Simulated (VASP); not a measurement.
Write the native input for VASP 6.6.1 that does the following.

```
Task                   : relaxation of cell and atoms
Functional             : r2SCAN
Potentials or basis    : VASP PAW PBE potentials, release 64 (Co)
Cutoff                 : 600 eV
k mesh                 : 9 × 9 × 8
Occupations            : gaussian, width 0.1 eV
Spin                   : collinear spin, ferromagnetic start
Starting moments       : [2.18] μB
Dipole correction      : no
Further INCAR settings : ALGO = Normal; EDIFF = 1e-06; IBRION = 2; EDIFFG = -0.04; NSW = 90; ISIF = 3
```

The system is Co.

```
Co
1.0
     2.38799    0.00000    0.00000
    -1.19399    2.06806    0.00000
     0.00000    0.00000    2.23127
Co
1
Cartesian
  0.0000 0.0000 0.0000
```

This isn't the form of Co at room conditions, which is hcp.

The input as run:

POSCAR

```
Co
1.0
    2.3879852247      0.0000000000      0.0000000000
   -1.1939926123      2.0680558684      0.0000000000
    0.0000000000      0.0000000000      2.2312736943
Co
1
Direct
    0.0000000000      0.0000000000      0.0000000000
```

INCAR.step1

```
PREC     = Accurate       # precision mode
ENCUT    = 600            # plane-wave cutoff, eV
ISMEAR   = 0              # smearing method
SIGMA    = 0.1            # smearing width, eV
LREAL    = F              # projectors in reciprocal space
LASPH    = T              # aspherical terms in the spheres
NELM     = 150            # most SCF steps
ISPIN    = 2              # spin polarisation
MAGMOM   = 2.18           # initial moments
LMAXMIX  = 4              # l up to which the mixer works
GGA      = PE             # functional
ALGO     = Normal         # electronic algorithm
EDIFF    = 1E-4           # SCF threshold, eV
LWAVE    = T              # write WAVECAR
LCHARG   = F              # write CHGCAR
```

INCAR.step2

```
PREC     = Accurate       # precision mode
ENCUT    = 600            # plane-wave cutoff, eV
EDIFF    = 1E-6           # SCF threshold, eV
ISMEAR   = 0              # smearing method
SIGMA    = 0.1            # smearing width, eV
LREAL    = F              # projectors in reciprocal space
LASPH    = T              # aspherical terms in the spheres
NELM     = 150            # most SCF steps
ALGO     = Normal         # electronic algorithm
ISIF     = 3              # what is computed and relaxed
LWAVE    = F              # write WAVECAR
LCHARG   = F              # write CHGCAR
ISPIN    = 2              # spin polarisation
MAGMOM   = 2.18           # initial moments
LORBIT   = 11             # projections on sites
LMAXMIX  = 4              # l up to which the mixer works
METAGGA  = R2SCAN         # meta-GGA
LMIXTAU  = T            
IBRION   = 2              # ionic algorithm
NSW      = 90             # ionic steps
EDIFFG   = -0.04          # ionic threshold
ISTART   = 1
```

KPOINTS

```
regular mesh
0
Gamma
  9 9 8
```

Potentials or basis: VASP PAW PBE potentials, release 64 (Co).

Launch:

```console
$ cat potpaw_PBE.64/Co/POTCAR > POTCAR
$ cp INCAR.step1 INCAR
$ mpirun -np 1 vasp_std > vasp.out
$ cp INCAR.step2 INCAR
$ mpirun -np 1 vasp_std > vasp.out
```

It gave:

* Relaxed volume: 11.82 Å³/atom
* Relaxed cell: a = 2.432 Å, b = 2.432 Å, c = 2.308 Å, α = 90.00°, β = 90.00°, γ = 120.00°
* Space group after relaxing (to 0.1 Å): P6/mmm (No. 191)
* Energy gained by relaxing: 36.6 meV/atom
* Ionic steps: 6
* Pressure after relaxing: 0.0 GPa
* Net moment: 1.93 μB per cell
* Site moments: Co +1.98 μB
* Valence electrons inside the program's atomic spheres: Co 8.24

Caveat: the PAW data sets were made with another functional, which shifts forces and pressure a little.

Run time: 4.6 min on 1 thread of Intel(R) Xeon(R) Platinum 8375C CPU @ 2.90GHz (Ice Lake) (shared host), peak memory 0.15 GiB.
